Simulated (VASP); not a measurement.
# Pt (Fd-3m) in VASP: a series of runs

The runs below take Pt through single point, with RPBE.

All numbers are computed with VASP 6.6.1; they aren't measurements. Logs are shortened: lines on timing, memory, paths and dates and some standing lists are left out, and cuts for length are marked.

## 1. The cell of the first run

The structure is cubic, space group Fd-3m (No. 227). The conventional cell has a = 5.670 Å, b = 5.670 Å, c = 5.670 Å, α = 90.00°, β = 90.00°, γ = 90.00°. Within 3.2 Å of Pt (site symmetry -43m) lie 4 Pt at 2.45 Å.

## 2. Single point, RPBE (volume scaled by 0.92)

The input, INCAR:

```
ALGO     = Normal         # electronic algorithm
EDIFF    = 1E-6           # SCF threshold, eV
ENCUT    = 520            # plane-wave cutoff, eV
GGA      = RP             # functional
ISIF     = 2              # what is computed and relaxed
ISMEAR   = -1             # smearing method
LASPH    = True           # aspherical terms in the spheres
LCHARG   = True           # write CHGCAR
LELF     = True           # ELF
LREAL    = False          # projectors in reciprocal space
LVHAR    = True         
LWAVE    = False          # write WAVECAR
NBANDS   = 17             # bands
NELM     = 80             # most SCF steps
PREC     = Accurate       # precision mode
SIGMA    = 0.1            # smearing width, eV
```

The input, KPOINTS:

```
k-points
0
Gamma
  11 11 11
```

The input, POSCAR:

```
Pt
1.0
    0.0000000000      2.8347750763      2.8347750763
    2.8347750763      0.0000000000      2.8347750763
    2.8347750763      2.8347750763      0.0000000000
Pt
2
Direct
    0.1250000000      0.1250000000      0.1250000000
    0.8750000000      0.8750000000      0.8750000000
```

Potentials or basis: VASP PAW PBE potentials, release 64 (Pt).

The run is started by

```bash
cat potpaw_PBE.64/Pt/POTCAR > POTCAR
mpirun -np 1 vasp_std > vasp.out
```

OUTCAR:

```text
EDIFF = 1E-6
   ENCUT = 520
   GGA = RP
   ISIF = 2
   ISMEAR = -1
   LASPH = True
   LREAL = False
   NELM = 80
   PREC = Accurate

 ion  position               nearest neighbor table
   1  0.125  0.125  0.125-   2 2.45   2 2.45   2 2.45   2 2.45
   2  0.875  0.875  0.875-   1 2.45   1 2.45   1 2.45   1 2.45

  LATTYP: Found a face centered cubic cell.
 ALAT       =     5.6695501526

  Lattice vectors:

 A1 = (   0.0000000000,   2.8347750763,   2.8347750763)
 A2 = (   2.8347750763,   0.0000000000,   2.8347750763)
 A3 = (   2.8347750763,   2.8347750763,   0.0000000000)

Analysis of symmetry for initial positions (statically):
=====================================================================
 Subroutine PRICEL returns:
 Original cell was already a primitive cell.

 Routine SETGRP: Setting up the symmetry group for a
 face centered cubic supercell.

 Subroutine GETGRP returns: Found 48 space group operations
 (whereof 12 operations were pure point group operations)
 out of a pool of 48 trial point group operations.

The static configuration has the point symmetry D_3d.
 The point group associated with its full space group is O_h .

Analysis of symmetry for dynamics (positions and initial velocities):
=====================================================================
 Subroutine PRICEL returns:
 Original cell was already a primitive cell.

 Routine SETGRP: Setting up the symmetry group for a
 face centered cubic supercell.

 Subroutine GETGRP returns: Found 48 space group operations
 (whereof 12 operations were pure point group operations)
 out of a pool of 48 trial point group operations.

The dynamic configuration has the point symmetry D_3d.
 The point group associated with its full space group is O_h .

 Subroutine INISYM returns: Found 48 space group operations
 (whereof 12 operations are pure point group operations),
 and found     1 'primitive' translations

----------------------------------------------------------------------------------------

                                     Primitive cell

  volume of cell :      45.5602

  direct lattice vectors                    reciprocal lattice vectors
     0.000000000  2.834775076  2.834775076    -0.176380837  0.176380837  0.176380837
     2.834775076  0.000000000  2.834775076     0.176380837 -0.176380837  0.176380837
     2.834775076  2.834775076  0.000000000     0.176380837  0.176380837 -0.176380837

  length of vectors
[... 75 lines left out ...]
   ICHARG =      2    charge: 1-file 2-atom 10-const
   ISPIN  =      1    spin polarized calculation?
   LNONCOLLINEAR =      F non collinear calculations
   LSORBIT =      F    spin-orbit coupling
   LASPH  =      T    aspherical Exc in radial PAW
   ENCUT  =  520.0 eV  38.22 Ry    6.18 a.u.   7.45  7.45  7.45*2*pi/ulx,y,z
   NELM   =     80;   NELMIN=  2; NELMDL= -5     # of ELM steps
   EDIFF  = 0.1E-05   stopping-criterion for ELM
   LREAL  =      F    real-space projection
   EDIFFG = 0.1E-04   stopping-criterion for IOM
   NSW    =      0    number of steps for IOM
   IBRION =     -1    ionic relax: 0-MD 1-quasi-New 2-CG
   NFREE  =      0    steps in history (QN), initial steepest desc. (CG)
   ISIF   =      2    stress and relaxation
   ISYM   =      2    0-nonsym 1-usesym 2-fastsym
   POTIM  = 0.5000    time-step for ionic-motion
   TEBEG  =    0.0;   TEEND  =   0.0 temperature during run
   PSTRESS=    0.0 pullay stress
   NELECT =      20.0000    total number of electrons
   NUPDOWN=      -1.0000    fix difference up-down
   EMIN   =  10.00;   EMAX   =-10.00  energy-range for DOS
   EFERMI =   0.00;   METHOD = LEGACY
   ISMEAR =    -1;   SIGMA  =   0.10  broadening in eV -4-tet -1-fermi 0-gaus
   EFERMI_NEDOS =   21; number of points for ismear=-14 and -15
   IALGO  =     38    algorithm
   IMIX   =      4    mixing-type and parameters
     AMIX     =   0.40;   BMIX     =  1.00
     AMIX_MAG =   1.60;   BMIX_MAG =  1.00
  volume/ion in A,a.u.               =      22.78       153.73
  Fermi-wavevector in a.u.,A,eV,Ry     =   1.244198  2.351194 21.062214  1.548029
  Thomas-Fermi vector in A             =   2.378475
   LORBIT       =      0    0 simple, 1 ext, 2 COOP (PROOUT), +10 PAW based schemes
   GGA     = RP    functional components
   LHFCALC =     F    Hartree Fock is set to
   AEXX    =    0.0000 exact exchange contribution
   IVDW    =     0    specifies the selected vdW correction
   LEPSILON=     F    determine dielectric tensor
   LRPA    =     F    only Hartree local field effects (RPA)
 non-spin polarized calculation
  energy-cutoff  :      520.00
  volume of cell :       45.56
 maximum number of plane-waves:      1245
 NGX is ok and might be reduce to    30
   NGX = 15   NGY = 15   NGZ = 15

 number of electron      19.9999998 magnetization

 Free energy of the ion-electron system (eV)
  ---------------------------------------------------
  ext. energy  EPLUGINS =         0.00000000
  ---------------------------------------------------
  free energy    TOTEN  =        -8.94167127 eV

  energy without entropy =       -8.79575444  energy(sigma->0) =       -8.86871285

 E-fermi :   5.8549     XC(G=0): -10.6000

 val. band max:        5.8467074198   @ k =  -0.3636   0.3636   0.0909
 cond. band min:       5.8567326571   @ k =  -0.3636   0.1818   0.0000
 fundamental gap:      0.0100252373
 Fermi energy:         5.8549479242

 k-point     1 :       0.0000    0.0000    0.0000
  band No.  band energies     occupation
      1      -1.5023      2.00000
      2       1.0431      2.00000
      3       1.0431      2.00000
      4       1.2511      2.00000
      5       1.2511      2.00000
      6       1.2511      2.00000
[... 457 lines left out ...]
      4       1.1107      2.00000
      5       1.4747      2.00000
      6       2.0990      2.00000
[... 9 lines left out ...]
     16      18.3938      0.00000
     17      18.9991      0.00000

 [... further k-points ...]
[... 5 lines left out ...]
  --------------------------------------------------------------------------------------
  -------------------------------------------------------------------------------------
  Total        2.8617074      2.8617074      2.8617074     -0.0000000      0.0000000     -0.0000000
  in kB      100.6352207    100.6352207    100.6352207     -0.0000000      0.0000000     -0.0000000
  external PRESSURE =     100.6352207 kB  Pullay stress =       0.0000000 kB

 VOLUME and BASIS-vectors are now :
 -----------------------------------------------------------------------------
  energy-cutoff  :      520.00
  volume of cell :       45.56
      direct lattice vectors                 reciprocal lattice vectors
     0.000000000  2.834775076  2.834775076    -0.176380837  0.176380837  0.176380837
     2.834775076  0.000000000  2.834775076     0.176380837 -0.176380837  0.176380837
     2.834775076  2.834775076  0.000000000     0.176380837  0.176380837 -0.176380837

 POSITION                                       TOTAL-FORCE (eV/Angst)
 -----------------------------------------------------------------------------------
      0.70869      0.70869      0.70869         0.000000     -0.000000     -0.000000
      4.96086      4.96086      4.96086        -0.000000      0.000000      0.000000
 -----------------------------------------------------------------------------------
    total drift:                               -0.000000      0.000000      0.000000

  FREE ENERGIE OF THE ION-ELECTRON SYSTEM (eV)
  ---------------------------------------------------
  free  energy   TOTEN  =        -8.9416712733 eV

  energy  without entropy=       -8.7957544359  energy(sigma->0) =       -8.86871285
```

Run time: 40 s. Hardware: 1 thread of Intel Xeon Platinum 8488C (Sapphire Rapids), shared host; peak memory 0.19 GiB.

Results:

```yaml
Free_energy: -8.9417 eV
Pressure: 10.1 GPa
Band_gap_on_the_k_mesh: zero (band 10 reaches 6.08 eV, above the bottom of band 11 at 5.44 eV)
```

Caveat: the cell differs from its parent crystal (volume scaled by 0.92); the PAW data sets were made with another functional, which shifts forces and pressure a little; spin-orbit coupling is left out, which moves the levels of the heavy elements.

## 3. Single point, RPBE (volume scaled by 0.96)

The input, INCAR:

```
PREC = Accurate
ENCUT = 520
EDIFF = 1E-7
ISMEAR = -1
SIGMA = 0.1
LREAL = False
LASPH = True
NELM = 100
ALGO = Normal
ISIF = 2
LWAVE = False
LCHARG = True
GGA = RP
LELF = True
LVHAR = True
NBANDS = 17
```

The input, KPOINTS:

```
Automatic mesh
0
Gamma
  11 11 11
```

The input, POSCAR:

```
Pt
1.0
    0.0000000000      2.8752773352      2.8752773352
    2.8752773352      0.0000000000      2.8752773352
    2.8752773352      2.8752773352      0.0000000000
Pt
2
Direct
    0.1250000000      0.1250000000      0.1250000000
    0.8750000000      0.8750000000      0.8750000000
```

Potentials or basis: VASP PAW PBE potentials, release 64 (Pt).

The run is started by

```bash
cat potpaw_PBE.64/Pt/POTCAR > POTCAR
mpirun -np 1 vasp_std > vasp.out
```

Run time: 36 s. Hardware: 1 thread of Intel Xeon Platinum 8488C (Sapphire Rapids), shared host; peak memory 0.19 GiB.

The run converged. Its results:

| Property | Result |
| --- | --- |
| Free energy | -9.0295 eV |
| Pressure | 4.2 GPa |
| Band gap on the k mesh | zero (band 10 reaches 5.52 eV, above the bottom of band 11 at 4.92 eV) |

Levels at points of the mesh, in eV from the Fermi level:
```csv
k point,band 8,band 9,band 10,band 11,band 12,band 13
"(0.00, 0.00, 0.00)",-1.86,-1.86,-0.10,-0.10,10.57,10.69
```

Caveat: the cell differs from its parent crystal (volume scaled by 0.96); the PAW data sets were made with another functional, which shifts forces and pressure a little; spin-orbit coupling is left out, which moves the levels of the heavy elements.

## 4. Single point, RPBE

This run uses another cell than the first one, of 24.76 Å³/atom, 1.087 times its volume.

The input, INCAR:

```
SYSTEM = Pt
PREC = Accurate ; ENCUT = 520
EDIFF = 1E-7 ; ISMEAR = -1
SIGMA = 0.1 ; LREAL = .False.
LASPH = .True. ; NELM = 60
ALGO = Normal ; ISIF = 2
LWAVE = .False. ; LCHARG = .False.
GGA = RP ; NBANDS = 17
```

The input, KPOINTS:

```
regular mesh
0
Gamma
  11 11 11
  0 0 0
```

The input, POSCAR:

```
Pt
1.0
    0.0000000000      2.9146695910      2.9146695910
    2.9146695910      0.0000000000      2.9146695910
    2.9146695910      2.9146695910      0.0000000000
Pt
2
Direct
    0.1250000000      0.1250000000      0.1250000000
    0.8750000000      0.8750000000      0.8750000000
```

The run is started by

```bash
cat potpaw_PBE.64/Pt/POTCAR > POTCAR
mpirun -np 1 vasp_std > vasp.out
```

Run time: 37 s. Hardware: 1 thread of Intel Xeon Platinum 8488C (Sapphire Rapids), shared host; peak memory 0.19 GiB.

The run converged. Its results:

| Property | Result |
| --- | --- |
| Free energy | -9.0537 eV |
| Pressure | -0.3 GPa |
| Band gap on the k mesh | zero (band 10 reaches 5.01 eV, above the bottom of band 11 at 4.44 eV) |

Levels at points of the mesh, in eV from the Fermi level:
```csv
k point,band 7,band 8,band 9,band 10,band 11,band 12,band 13,band 14
"(0.00, 0.00, 0.00)",-1.74,-1.74,-1.74,-0.11,-0.11,10.32,10.58,11.32
```

Caveat: the PAW data sets were made with another functional, which shifts forces and pressure a little; spin-orbit coupling is left out, which moves the levels of the heavy elements.

[end of part 1 of 2]
